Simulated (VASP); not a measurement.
# Hf4Si4O15 (a cell with a defect) in VASP: single point with PBE

Aim: the single point of Hf4Si4O15 (a cell with a defect) with PBE.

Program: VASP 6.6.1. These are calculated values, not measurements. Logs are shortened: lines on timing, memory, paths and dates and some standing lists are left out, and cuts for length are marked.

## 1. The cell of the first run

The cell holds a defect, 23 atoms: a = 6.647 Å, b = 6.647 Å, c = 6.015 Å, α = 90.00°, β = 90.00°, γ = 90.00°.

## 2. Single point, PBE, collinear spin

The input, INCAR:

```
PREC     = Accurate       # precision mode
ENCUT    = 520            # plane-wave cutoff, eV
EDIFF    = 1E-6           # SCF threshold, eV
ISMEAR   = 0              # smearing method
SIGMA    = 0.01           # smearing width, eV
LREAL    = F              # projectors in reciprocal space
LASPH    = T              # aspherical terms in the spheres
NELM     = 200            # most SCF steps
ALGO     = Normal         # electronic algorithm
ISIF     = 2              # what is computed and relaxed
LWAVE    = F              # write WAVECAR
LCHARG   = T              # write CHGCAR
ISPIN    = 2              # spin polarisation
MAGMOM   = 0 0.02 0.02 0 0.07 0 0 0 0.01 0.01 0 0 0.06 0.01 0.02 0.01 0 0.04 0 0.05 0 0 0 # initial moments
LORBIT   = 11             # projections on sites
NUPDOWN  = 1.0            # fixed moment
LMAXMIX  = 4              # l up to which the mixer works
GGA      = PE             # functional
LELF     = T              # ELF
LVHAR    = T            
NELECT   = 145.0        
NBANDS   = 94             # bands
GGA_COMPAT= F
```

The input, KPOINTS:

```
Automatic mesh
0
Gamma
  1 1 1
  0.25 0.25 0.25
```

The input, POSCAR:

```
Hf4Si4O15
1.0
    6.6465279200      0.0000000000      0.0000000000
    0.0000000000      6.6465279200      0.0000000000
    0.0000000000      0.0000000000      6.0147349600
Hf Si O
4 4 15
Direct
    0.0028715646      0.0002884663     -0.0015649875
    0.5163683281      0.5005109437      0.5041428246
   -0.0101100597      0.5000127327      0.2323339149
    0.5007932530     -0.0003995664      0.7526493182
    0.0056490083      0.5006934246      0.7468626917
    0.5021474949      0.0002306695      0.2524707403
    0.0010552694     -0.0000856757      0.4991920017
    0.4851074937      0.4995719380      0.0061164905
    0.0051151443      0.8123223562      0.3194466587
    0.4853094530      0.3200477851      0.8171576615
    0.6866551385      0.0009488316      0.0701506710
    0.3180182760      0.0005416455      0.0703100990
    0.8298986954      0.5012335526      0.5577879831
    0.0050596909      0.1884894798      0.3205637326
    0.4854499208      0.6801737899      0.8184686390
    0.3103304855      0.4997912802      0.2046034120
    0.8162596975     -0.0003827292      0.6807609877
    0.0000511121      0.6835943833      0.9273094609
    0.5013821504      0.1856640352      0.4348238267
    0.0033788376      0.3161633251      0.9250085320
    0.5022364869      0.8137026690      0.4336236946
    0.1842316414     -0.0014864436      0.6824769119
    0.6785604272      0.4983731065      0.1763942348
```

Potentials or basis: VASP PAW PBE potentials, release 64 (Hf_pv, Si, O).

The run is started by

```bash
$ cat potpaw_PBE.64/Hf_pv/POTCAR potpaw_PBE.64/Si/POTCAR potpaw_PBE.64/O/POTCAR > POTCAR
$ mpirun -np 1 vasp_std > vasp.out
```

OUTCAR:

```text
PREC = Accurate
   ENCUT = 520
   EDIFF = 1E-6
   ISMEAR = 0
   LREAL = F
   LASPH = T
   NELM = 200
   ISIF = 2
   ISPIN = 2
   LORBIT = 11
   NUPDOWN = 1.0
   GGA = PE
   NELECT = 145.0

 ion  position               nearest neighbor table
   1  0.003  0.000  0.998-  12 2.14  20 2.15  11 2.15  18 2.15  22 2.25  17 2.28   9 2.30  14 2.31
                             7 3.00   7 3.01   3 3.61   3 3.61   4 3.62   4 3.65
   2  0.516  0.501  0.504-  13 2.11  21 2.13  19 2.14  10 2.24  15 2.25  23 2.25  16 2.26   8 3.00
                             8 3.03   3 3.55   4 3.64   4 3.65   3 3.86
   3  0.990  0.500  0.232-  23 2.10  16 2.14  14 2.14   9 2.14  18 2.20  20 2.22  13 2.23   5 2.92
                             5 3.10   2 3.55   1 3.61   1 3.61   2 3.86
   4  0.501  1.000  0.753-  17 2.14  22 2.15  15 2.16  10 2.17  12 2.26  11 2.27  19 2.28  21 2.28
                             6 3.01   6 3.01   1 3.62   2 3.64   1 3.65   2 3.65
   5  0.006  0.501  0.747-  20 1.63  18 1.63  13 1.63   3 2.92   3 3.10
   6  0.502  0.000  0.252-  12 1.64  11 1.65  19 1.65  21 1.65   4 3.01   4 3.01
   7  0.001  1.000  0.499-  22 1.64  17 1.64   9 1.65  14 1.65   1 3.00   1 3.01
   8  0.485  0.500  0.006-  23 1.64  15 1.65  10 1.65  16 1.67   2 3.00   2 3.03
   9  0.005  0.812  0.319-   7 1.65   3 2.14   1 2.30
  10  0.485  0.320  0.817-   8 1.65   4 2.17   2 2.24
  11  0.687  0.001  0.070-   6 1.65   1 2.15   4 2.27
  12  0.318  0.001  0.070-   6 1.64   1 2.14   4 2.26
  13  0.830  0.501  0.558-   5 1.63   2 2.11   3 2.23
  14  0.005  0.188  0.321-   7 1.65   3 2.14   1 2.31
  15  0.485  0.680  0.818-   8 1.65   4 2.16   2 2.25
  16  0.310  0.500  0.205-   8 1.67   3 2.14   2 2.26
  17  0.816  1.000  0.681-   7 1.64   4 2.14   1 2.28
  18  0.000  0.684  0.927-   5 1.63   1 2.15   3 2.20
  19  0.501  0.186  0.435-   6 1.65   2 2.14   4 2.28
  20  0.003  0.316  0.925-   5 1.63   1 2.15   3 2.22
  21  0.502  0.814  0.434-   6 1.65   2 2.13   4 2.28
  22  0.184  0.999  0.682-   7 1.64   4 2.15   1 2.25
  23  0.679  0.498  0.176-   8 1.64   3 2.10   2 2.25

  LATTYP: Found a simple tetragonal cell.
 ALAT       =     6.6465279200
 C/A-ratio  =     0.9049439094

  Lattice vectors:

 A1 = (   6.6465279200,   0.0000000000,   0.0000000000)
 A2 = (   0.0000000000,   6.6465279200,   0.0000000000)
 A3 = (   0.0000000000,   0.0000000000,   6.0147349600)

Analysis of symmetry for initial positions (statically):
=====================================================================
 Subroutine PRICEL returns:
 Original cell was already a primitive cell.

 Routine SETGRP: Setting up the symmetry group for a
 simple tetragonal supercell.

 Subroutine GETGRP returns: Found  1 space group operations
 (whereof  1 operations were pure point group operations)
 out of a pool of 16 trial point group operations.

The static configuration has the point symmetry C_1 .

Analysis of symmetry for dynamics (positions and initial velocities):
=====================================================================
 Subroutine PRICEL returns:
 Original cell was already a primitive cell.

 Routine SETGRP: Setting up the symmetry group for a
 simple tetragonal supercell.

 Subroutine GETGRP returns: Found  1 space group operations
 (whereof  1 operations were pure point group operations)
 out of a pool of 16 trial point group operations.

The dynamic configuration has the point symmetry C_1 .

Analysis of structural, dynamic, and magnetic symmetry:
=====================================================================
 Subroutine PRICEL returns:
 Original cell was already a primitive cell.

 Routine SETGRP: Setting up the symmetry group for a
 simple tetragonal supercell.

 Subroutine GETGRP returns: Found  1 space group operations
 (whereof  1 operations were pure point group operations)
 out of a pool of 16 trial point group operations.

The overall configuration has the point symmetry C_1 .

 Subroutine INISYM returns: Found  1 space group operations
 (whereof  1 operations are pure point group operations),
 and found     1 'primitive' translations

----------------------------------------------------------------------------------------

                                     Primitive cell

  volume of cell :     265.7089

[... 86 lines left out ...]
            Coordinates               Weight
  0.250000  0.250000  0.250000      2.000000
 -0.250000  0.250000  0.250000      2.000000
 -0.250000 -0.250000  0.250000      2.000000
  0.250000 -0.250000  0.250000      2.000000
   k-points           NKPTS =      4   k-points in BZ     NKDIM =      4   number of bands    NBANDS=     94
   number of dos      NEDOS =    301   number of ions     NIONS =     23
   total plane-waves  NPLWV = 120000
   dimension x,y,z NGX =    50 NGY =   50 NGZ =   48
   dimension x,y,z NGXF=   100 NGYF=  100 NGZF=   96
   ions per type =               4   4  15
   NGX,Y,Z   is equivalent  to a cutoff of  12.51, 12.51, 13.27 a.u.
   NGXF,Y,Z  is equivalent  to a cutoff of  25.01, 25.01, 26.53 a.u.
 SYSTEM =  unknown system
   PREC   = accura    normal or accurate (medium, high low for compatibility)
   ISTART =      0    job   : 0-new  1-cont  2-samecut
   ICHARG =      2    charge: 1-file 2-atom 10-const
   ISPIN  =      2    spin polarized calculation?
   LNONCOLLINEAR =      F non collinear calculations
   LSORBIT =      F    spin-orbit coupling
   LASPH  =      T    aspherical Exc in radial PAW
   ENCUT  =  520.0 eV  38.22 Ry    6.18 a.u.  12.36 12.36 11.18*2*pi/ulx,y,z
   NELM   =    200;   NELMIN=  2; NELMDL= -5     # of ELM steps
   EDIFF  = 0.1E-05   stopping-criterion for ELM
   LREAL  =      F    real-space projection
   EDIFFG = 0.1E-04   stopping-criterion for IOM
   NSW    =      0    number of steps for IOM
   IBRION =     -1    ionic relax: 0-MD 1-quasi-New 2-CG
   NFREE  =      0    steps in history (QN), initial steepest desc. (CG)
   ISIF   =      2    stress and relaxation
   ISYM   =      2    0-nonsym 1-usesym 2-fastsym
   POTIM  = 0.5000    time-step for ionic-motion
   TEBEG  =    0.0;   TEEND  =   0.0 temperature during run
   PSTRESS=    0.0 pullay stress
   NELECT =     145.0000    total number of electrons
   NUPDOWN=       1.0000    fix difference up-down
   EMIN   =  10.00;   EMAX   =-10.00  energy-range for DOS
   EFERMI =   0.00;   METHOD = LEGACY
   ISMEAR =     0;   SIGMA  =   0.01  broadening in eV -4-tet -1-fermi 0-gaus
   EFERMI_NEDOS =   21; number of points for ismear=-14 and -15
   IALGO  =     38    algorithm
   IMIX   =      4    mixing-type and parameters
     AMIX     =   0.40;   BMIX     =  1.00
     AMIX_MAG =   1.60;   BMIX_MAG =  1.00
  volume/ion in A,a.u.               =      11.55        77.96
  Fermi-wavevector in a.u.,A,eV,Ry     =   1.337813  2.528100 24.350944  1.789744
  Thomas-Fermi vector in A             =   2.466332
   LORBIT       =     11    0 simple, 1 ext, 2 COOP (PROOUT), +10 PAW based schemes
   GGA     = PE    functional components
   LHFCALC =     F    Hartree Fock is set to
   AEXX    =    0.0000 exact exchange contribution
   IVDW    =     0    specifies the selected vdW correction
   LEPSILON=     F    determine dielectric tensor
   LRPA    =     F    only Hartree local field effects (RPA)
 spin polarized calculation
 Gauss-broadening in eV      SIGMA  =   0.01
  energy-cutoff  :      520.00
  volume of cell :      265.71
 maximum number of plane-waves:      7149
 NGX is ok and might be reduce to    50
   NGX = 25   NGY = 25   NGZ = 23

 number of electron     144.9999988 magnetization       1.0000194

 Free energy of the ion-electron system (eV)
  ---------------------------------------------------
  ext. energy  EPLUGINS =         0.00000000
  ---------------------------------------------------
  free energy    TOTEN  =      -211.50214161 eV

  energy without entropy =     -211.50214161  energy(sigma->0) =     -211.50214161

 E-fermi :   2.7812     XC(G=0): -10.7183

 val. band max:        3.8803154287   @ k =  -0.2500  -0.2500   0.2500
 cond. band min:       5.3536697438   @ k =   0.2500   0.2500   0.2500
 fundamental gap:      1.4733543151
 Fermi energy:         3.9531597391

 spin component 1

 k-point     1 :       0.2500    0.2500    0.2500
  band No.  band energies     occupation
      1     -26.9959      1.00000
      2     -26.8245      1.00000
      3     -26.7666      1.00000
      4     -26.7641      1.00000
      5     -26.6449      1.00000
      6     -26.6142      1.00000
[... 337 lines left out ...]
     83       9.4497      0.00000
     84       9.5162      0.00000
 Fermi energy:         2.7811909563

 spin component 2

 k-point     1 :       0.2500    0.2500    0.2500
  band No.  band energies     occupation
      1     -26.9384      1.00000
      2     -26.8019      1.00000
      3     -26.7508      1.00000
      4     -26.7341      1.00000
      5     -26.6278      1.00000
      6     -26.6073      1.00000
[... 337 lines left out ...]
     83       9.4971      0.00000
     84       9.5697      0.00000
 [bands above 84 left out]

------------------------ aborting loop because EDIFF is reached ----------------------------------------

  FORCE on cell =-STRESS in cart. coord.  units (eV):
  Direction    XX          YY          ZZ          XY          YZ          ZX
  --------------------------------------------------------------------------------------
  -------------------------------------------------------------------------------------
  Total      -12.7930307    -14.4689845    -13.5530896     -0.0127499      0.0537994      1.7449940
  in kB      -77.1396850    -87.2453868    -81.7227043     -0.0768798      0.3244008     10.5220013
  external PRESSURE =     -82.0359254 kB  Pullay stress =       0.0000000 kB

 VOLUME and BASIS-vectors are now :
 -----------------------------------------------------------------------------
  energy-cutoff  :      520.00
  volume of cell :      265.71
      direct lattice vectors                 reciprocal lattice vectors
     6.646527920  0.000000000  0.000000000     0.150454495  0.000000000  0.000000000
     0.000000000  6.646527920  0.000000000     0.000000000  0.150454495  0.000000000
     0.000000000  0.000000000  6.014734960     0.000000000  0.000000000  0.166258365

 POSITION                                       TOTAL-FORCE (eV/Angst)
 -----------------------------------------------------------------------------------
      0.01909      0.00192      6.00532         0.079872     -0.021389     -0.023915
      3.43206      3.32666      3.03229         0.203047     -0.077074     -0.055995
      6.57933      3.32335      1.39743        -0.082960      0.010673     -0.101741
      3.32854      6.64387      4.52699        -0.084746      0.055979     -0.003694
      0.03755      3.32787      4.49218         0.048371      0.012312     -0.025427
      3.33754      0.00153      1.51854        -0.024834      0.018497      0.011440
[... 15 lines left out ...]
      1.22450      6.63665      4.10492         0.130638      0.012107      0.120823
      4.51007      3.31245      1.06096         0.116951      0.023173      0.137169
 -----------------------------------------------------------------------------------
    total drift:                                0.000004     -0.000366      0.000497

  FREE ENERGIE OF THE ION-ELECTRON SYSTEM (eV)
  ---------------------------------------------------
  free  energy   TOTEN  =      -211.5021416069 eV

  energy  without entropy=     -211.5021416069  energy(sigma->0) =     -211.50214161

 total charge

# of ion       s       p       d       tot
------------------------------------------
    1        0.275   6.534   1.286   8.096
    2        0.275   6.502   1.297   8.074
    3        0.288   6.556   1.325   8.169
    4        0.276   6.532   1.282   8.090
    5        0.692   0.928   0.000   1.620
    6        0.656   0.970   0.000   1.626
[... 15 lines left out ...]
   22        1.555   3.592   0.000   5.147
   23        1.556   3.600   0.000   5.156
--------------------------------------------------
tot         27.105  83.736   5.191 116.032

 magnetization (x)

# of ion       s       p       d       tot
------------------------------------------
    1        0.000   0.001   0.003   0.005
    2        0.006   0.011   0.043   0.060
    3        0.001   0.005   0.026   0.032
    4       -0.000   0.000   0.001   0.001
    5        0.064   0.118   0.000   0.182
    6       -0.000   0.000   0.000   0.000
[... 15 lines left out ...]
   22       -0.000   0.001   0.000   0.001
   23        0.000   0.002   0.000   0.003
--------------------------------------------------
tot          0.090   0.337   0.073   0.500
```

Wall time 6.3 min (1 thread of Intel Xeon Platinum 8259CL at 2.50GHz (Skylake/Cascade Lake), shared host); peak memory 0.49 GiB.

Results:

```
Free energy                                           : -211.5021 eV
Largest force                                         : 0.269 eV/Å
Net moment                                            : 1.00 μB per cell
Site moments                                          : Hf +0.01, +0.06, +0.03, +0.00; Si +0.18, +0.00 (each value once); O +0.01, +0.00, +0.06, +0.05 (each value once) μB
Valence electrons inside the program's atomic spheres : Hf 8.10, 8.07, 8.17, 8.09; Si 1.62, 1.63 (each value once); O 5.13, 5.14, 5.15, 5.16 (each value once)
```

Forces on the atoms (eV/Å):
```
Hf   0.080 -0.021 -0.024
Hf   0.203 -0.077 -0.056
Hf  -0.083  0.011 -0.102
Hf  -0.085  0.056 -0.004
Si   0.048  0.012 -0.025
Si  -0.025  0.018  0.011
Si   0.019 -0.002  0.000
Si   0.006 -0.017 -0.005
O   -0.026 -0.139 -0.115
O   -0.001 -0.120 -0.122
O    0.121 -0.011 -0.151
O   -0.134 -0.015 -0.121
O   -0.147 -0.020 -0.133
O   -0.018  0.123 -0.136
O    0.008  0.125 -0.165
O   -0.127  0.010  0.120
O   -0.120  0.010  0.146
O    0.023  0.140  0.137
O    0.028  0.126  0.115
O   -0.034 -0.137  0.229
O    0.014 -0.108  0.141
O    0.131  0.012  0.121
O    0.117  0.023  0.137
```

Caveat: the k points lie up to 0.52 Å⁻¹ apart; the cell carries a net charge on a neutralising background, which shifts energy and pressure; the cell is charged against a uniform background, so pressure and absolute levels hang on convention; spin-orbit coupling is left out, which moves the levels of the heavy elements; the total moment is fixed, so each spin has its own Fermi level and the state may be an excited one.
